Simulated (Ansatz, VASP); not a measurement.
## Two plane-wave programs on F

```
F
1.0
     3.09565   -1.69558   -0.23876
     3.09565    1.69558   -0.23876
    -2.35271    0.00000    6.80071
F
4
Cartesian
  0.3041 0.0000 0.5988
  3.5344 0.0000 5.7244
  1.7085 0.0000 3.7982
  2.1301 0.0000 2.5250
```

Change from the starting cell: volume 17.372 Å^3 an atom, stretch along a over the lengths across it, relative to the relaxed cell 1.0493.

Alike in both runs: task single point; functional PBEsol; k mesh 4 × 4 × 2; occupations gaussian, width 0.05 eV; no spin polarisation.

|  | VASP | Ansatz |
| --- | --- | --- |
| version | VASP 6.6.1 | Ansatz 0.2.0 |
| potentials or method | VASP PAW PBE potentials, release 64 (F), cutoff 520 eV | scalar-relativistic, plane waves, PAW |
| valence electrons in the cell | 28 | 28 |

VASP gave:

| Property | Result |
| --- | --- |
| gap on the k mesh at the Fermi level (eV) | 3.72 |
| least direct gap on the mesh (eV) | 3.84 |
| pressure (GPa) | 6.3 |
| traceless stress, the component that is largest in VASP (GPa) | 10.47 |
| rms of the force components (eV/Å) | 1.845 |

Task: Estimate Ansatz's values.

Result: gap on the k mesh at the Fermi level (eV): 3.82; least direct gap on the mesh (eV): 3.94; pressure (GPa): 5.7; traceless stress, the component that is largest in VASP (GPa): 8.54; rms of the force components (eV/Å): 1.503.

VASP's potentials were made for PBE, not for PBEsol. Atom by atom the forces differ by 0.342 eV/Å (rms over components). With one functional, cell and mesh, what is left measures potentials, basis and numerics.

The k mesh is coarse, so the values compare programs but aren't converged.
